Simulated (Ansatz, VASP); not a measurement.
**Li3ZrN2 in VASP and in Ansatz**

```
CELL_PARAMETERS angstrom
3.32893 0.00000 0.00000
0.00000 3.32893 0.00000
0.00000 0.00000 5.53747
ATOMIC_POSITIONS crystal
Li 0.00000 0.00000 0.00000
Li 0.50000 0.00000 0.67563
Li 0.00000 0.50000 0.32437
Zr 0.50000 0.50000 0.00000
N 0.50000 0.00000 0.26714
N 0.00000 0.50000 0.73286
```

Change from the starting cell: species swapped into the Mn3CoAs2 type (P-4m2, No. 115).

Alike in both runs: task single point; functional PBE; k mesh 6 × 6 × 4; occupations gaussian, width 0.1 eV; no spin polarisation.

|  | VASP | Ansatz |
| --- | --- | --- |
| version | VASP 6.6.1 | Ansatz 0.2.0 |
| potentials or method | VASP PAW PBE potentials, release 64 (Li_sv, Zr_sv, N), cutoff 520 eV | scalar-relativistic, plane waves, PAW |
| valence electrons in the cell | 31 | 31 |

|  | VASP | Ansatz | Ansatz less VASP |
| --- | --- | --- | --- |
| gap on the k mesh at the Fermi level (eV) | none | none | - |
| rms of the force components (eV/Å) | 1.544 | 1.547 | +0.0031 |

Atom by atom the forces differ by 0.008 eV/Å (rms over components). A gap of «none» marks a metal or a gap that the smearing closes. With one functional, cell and mesh, what is left measures potentials, basis and numerics.

Noted on VASP's run: the cutoff is short for stress, so the pressure is rough.
